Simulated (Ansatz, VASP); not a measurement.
# Y: VASP beside Ansatz

The input POSCAR:

```
Y
1.0
    3.4064735246     -2.2514184081      0.0000000000
    3.4064735246      2.2514184081      0.0000000000
    0.0000000000      0.0000000000      9.1840967804
Y
4
Direct
    0.8500000000      0.1500000000      0.1170000000
    0.6500000000      0.3500000000      0.6170000000
    0.1500000000      0.8500000000      0.8830000000
    0.3500000000      0.6500000000      0.3830000000
```

Contents of INCAR.step1:

```
  PREC = Accurate
  ENCUT = 520
  ISMEAR = 0
  SIGMA = 0.1
  LREAL = F
  LASPH = T
  NELM = 100
  NBANDS = 30
  GGA = PE
  ALGO = Normal
  EDIFF = 1E-4
  LWAVE = T
  LCHARG = F
```

File INCAR.step2:

```
  PREC = Accurate
  ENCUT = 520
  EDIFF = 1E-7
  ISMEAR = 0
  SIGMA = 0.1
  LREAL = F
  LASPH = T
  NELM = 100
  ALGO = Normal
  ISIF = 2
  LWAVE = F
  LCHARG = F
  METAGGA = R2SCAN
  LMIXTAU = T
  NBANDS = 30
  ISTART = 1
```

The input KPOINTS:

```
Automatic mesh
0
Gamma
  6 6 2
```

Input for Ansatz:

```yaml
crystal:
  lattice:
    - [3.4064735246, -2.2514184081, 0.0]
    - [3.4064735246, 2.2514184081, 0.0]
    - [0.0, 0.0, 9.1840967804]
  atoms:
    - { symbol: "Y", position: [0.85, 0.15, 0.117] }
    - { symbol: "Y", position: [0.65, 0.35, 0.617] }
    - { symbol: "Y", position: [0.15, 0.85, 0.883] }
    - { symbol: "Y", position: [0.35, 0.65, 0.383] }
basis:
  ecutwfc: 500
kpoints:
  mp_grid: { grid: [6, 6, 2] }
hamiltonian:
  xc: r2scan
scf:
  occupations: { method: gaussian, width: 0.1 }
  lower_state_search: "off"
output:
  forces: true
  stress: true
  eigenvalues: true
```

Alike in both runs: task single point; functional r2SCAN; k mesh 6 × 6 × 2; occupations gaussian, width 0.1 eV; no spin polarisation.

|  | VASP | Ansatz |
| --- | --- | --- |
| version | VASP 6.6.1 | Ansatz 0.2.0 |
| potentials or method | VASP PAW PBE potentials, release 64 (Y_sv), cutoff 520 eV | scalar-relativistic, plane waves, PAW |
| valence electrons in the cell | 44 | 44 |

|  | VASP | Ansatz | Ansatz less VASP |
| --- | --- | --- | --- |
| gap on the k mesh at the Fermi level (eV) | none | none | - |
| pressure (GPa) | -0.4 | -0.5 | -0.04 |
| traceless stress, the component that is largest in VASP (GPa) | -11.12 | -11.04 | +0.088 |
| rms of the force components (eV/Å) | 1.724 | 1.708 | -0.0155 |

VASP's potentials were made for PBE, not for r2SCAN. Atom by atom the forces differ by 0.016 eV/Å (rms over components). A gap of «none» marks a metal or a gap that the smearing closes. With one functional, cell and mesh, what is left measures potentials, basis and numerics.
